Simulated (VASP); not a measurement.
Wanted: the native input for a VASP 6.6.1 run.

- Task: single point
- Functional: PBE
- Dispersion: D3(BJ)
- Potentials or basis: VASP PAW PBE potentials, release 64 (In_d)
- Cutoff: 520 eV
- k mesh: 18 × 18 × 10
- Occupations: gaussian, width 0.15 eV
- Spin: no spin polarisation
- Dipole correction: no
- Further INCAR settings: ALGO = Fast; EDIFF = 1e-07; NBANDS = 20

The structure of In lies in POSCAR:

```
In
1.0
    3.2354202386      0.0000000000      0.0000000000
   -1.6177101193      2.8019561185      0.0000000000
    0.0000000000      0.0000000000      5.5091429200
In
2
Direct
    0.3333333333      0.6666666667      0.2500000000
    0.6666666667      0.3333333333      0.7500000000
```

This cell differs from its parent crystal: strain -0.030 along x and y, +0.000 along z.

One way to write it, as run:

INCAR

```
  ALGO = Fast
  EDIFF = 1E-7
  ENCUT = 520
  GGA = PE
  ISIF = 2
  ISMEAR = 0
  IVDW = 12
  LASPH = T
  LCHARG = F
  LREAL = F
  LWAVE = F
  NBANDS = 20
  NELM = 60
  PREC = Accurate
  SIGMA = 0.15
```

KPOINTS

```
k-points
0
Gamma
  18 18 10
```

Potentials or basis: VASP PAW PBE potentials, release 64 (In_d).

Command:

```bash
$ cat potpaw_PBE.64/In_d/POTCAR > POTCAR
$ mpirun -np 1 vasp_std > vasp.out
```

Results of the run:

```json
{"Pressure": "2.3 GPa", "Band gap on the k mesh": "zero (band 13 reaches 11.57 eV, above the bottom of band 14 at 5.28 eV)", "Dispersion energy per atom": "-0.355 eV"}
```

Caveat: the cell differs from its parent crystal (strain -0.030 along x and y, +0.000 along z); spin-orbit coupling is left out, which moves the levels of the heavy elements; pairwise dispersion overbinds metals, which lowers pressure and volume.

Run time: 83 s on 1 thread of Intel(R) Xeon(R) 6975P-C (Granite Rapids), with other jobs on the host, peak memory 0.29 GiB.
